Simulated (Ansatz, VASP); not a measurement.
Two plane-wave programs on GaAs

```
Ga As
1.0
     0.00000    2.87146    2.87146
     2.87146    0.00000    2.87146
     2.87146    2.87146    0.00000
Ga As
1 1
Direct
  0.00000 0.00000 0.00000
  0.25000 0.25000 0.25000
```

Alike in both runs: functional PBE; k mesh 8 × 8 × 8; no spin polarisation.

Ansatz relaxed the structure, and its values are those at the end. VASP's run is a single point on that final structure, the one shown.

|  | VASP | Ansatz |
| --- | --- | --- |
| version | VASP 6.6.1 | Ansatz 0.2.0 |
| potentials or method | VASP PAW PBE potentials, release 64 (Ga_d, As) | plane waves, PAW |
| plane-wave cutoff (eV) | 520 | 420 |
| occupations | gaussian, width 0.01 eV | fixed |
| valence electrons in the cell | 18 | 28 |

VASP gave:

| Property | Result |
| --- | --- |
| pressure (GPa) | 0.2 |

Which values does Ansatz return?

Pressure (GPa): 0.0.

VASP's potentials hold 18 valence electrons a cell and Ansatz's 28, so a difference there can come from the potentials and not from the codes.
